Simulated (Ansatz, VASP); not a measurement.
**Two plane-wave programs on TiSn3O8**

Contents of INCAR:

```
SYSTEM = TiSn3O8
  PREC = Accurate
  ENCUT = 520
  EDIFF = 1E-6
  ISMEAR = -1
  SIGMA = 0.02
  LREAL = .False.
  LASPH = .True.
  NELM = 60
  ALGO = Normal
  ISIF = 2
  LWAVE = .False.
  LCHARG = .False.
  GGA = PE
  NBANDS = 63
```

File KPOINTS:

```
Automatic mesh
0
Gamma
  6 6 4
  0 0 0
```

Contents of POSCAR:

```
TiSn3O8
1.0
    3.3319205997     -3.3385304596      0.0000000000
    3.3319205997      3.3385304596      0.0000000000
    0.0000000000      0.0000000000      6.2959111684
Sn O Ti
3 8 1
Direct
    0.5000000000      0.5000000000      0.0000000000
    0.0000000000      0.0000000000      0.7457598470
    0.0000000000      0.0000000000      0.2542401530
    0.1942931336      0.1942931336      0.0000000000
    0.8057068664      0.8057068664      0.0000000000
    0.6907775364      0.3092224636      0.7397379928
    0.3092224636      0.6907775364      0.7397379928
    0.2029328778      0.2029328778      0.5000000000
    0.7970671222      0.7970671222      0.5000000000
    0.6907775364      0.3092224636      0.2602620072
    0.3092224636      0.6907775364      0.2602620072
    0.5000000000      0.5000000000      0.5000000000
```

Input for Ansatz:

```yaml
crystal:
  lattice:
    - [3.3319205997, -3.3385304596, 0.0]
    - [3.3319205997, 3.3385304596, 0.0]
    - [0.0, 0.0, 6.2959111684]
  atoms:
    - { symbol: Sn, position: [0.5, 0.5, 0.0] }
    - { symbol: Sn, position: [0.0, 0.0, 0.745759847] }
    - { symbol: O, position: [0.1942931336, 0.1942931336, 0.0] }
    - { symbol: O, position: [0.8057068664, 0.8057068664, 0.0] }
    - { symbol: O, position: [0.6907775364, 0.3092224636, 0.7397379928] }
    - { symbol: O, position: [0.3092224636, 0.6907775364, 0.7397379928] }
    - { symbol: Ti, position: [0.5, 0.5, 0.5] }
    - { symbol: Sn, position: [0.0, 0.0, 0.254240153] }
    - { symbol: O, position: [0.2029328778, 0.2029328778, 0.5] }
    - { symbol: O, position: [0.7970671222, 0.7970671222, 0.5] }
    - { symbol: O, position: [0.6907775364, 0.3092224636, 0.2602620072] }
    - { symbol: O, position: [0.3092224636, 0.6907775364, 0.2602620072] }
kpoints:
  mp_grid: { grid: [6, 6, 4] }
  band_path:
    path:
      - [[0.0, 0.0, 0.0], [-0.5, 0.5, -5.242567563974e-35], [-0.4990110444367, 0.5009889555633, -5.164633257728e-35]]
      - [[0.4990110444367, 0.4990110444367, 3.932439535215e-34], [0.0, 0.0, 0.0], [3.27629113592e-51, 4.972602146478e-51, 0.5], [0.4990110444367, 0.4990110444367, 0.5]]
      - [[-0.4990110444367, 0.5009889555633, 0.5], [-0.5, 0.5, 0.5], [-0.5, 0.5, -5.242567563974e-35]]
      - [[0.0, 0.0, 0.0], [-5.147711329606e-18, 0.5, 1.707988104721e-34], [-5.147711329606e-18, 0.5, 0.5], [3.27629113592e-51, 4.972602146478e-51, 0.5], [-0.5, 0.5, 0.5]]
    npoints: 10
hamiltonian:
  xc: pbe
scf:
  occupations: { method: fermi_dirac, width: 0.02 }
  n_extra_bands: 7
output:
  forces: true
  stress: true
  eigenvalues: true
  write_density: true
  write_potential: true
  elf: true
  volumetric_format: npy
```

Alike in both runs: task single point; functional PBE; k mesh 6 × 6 × 4; occupations fermi-dirac, width 0.02 eV; no spin polarisation.

|  | VASP | Ansatz |
| --- | --- | --- |
| version | VASP 6.6.1 | Ansatz 0.2.0 |
| potentials or method | VASP PAW PBE potentials, release 64 (Sn_d, O, Ti_sv) | plane waves, PAW |
| plane-wave cutoff (eV) | 520 | 420 |
| valence electrons in the cell | 102 | 102 |

|  | VASP | Ansatz | Ansatz less VASP |
| --- | --- | --- | --- |
| gap on the k mesh at the Fermi level (eV) | 1.89 | 1.91 | +0.023 |
| pressure (GPa) | 7.9 | 7.2 | -0.68 |
| rms of the force components (eV/Å) | 0.078 | 0.073 | -0.0052 |
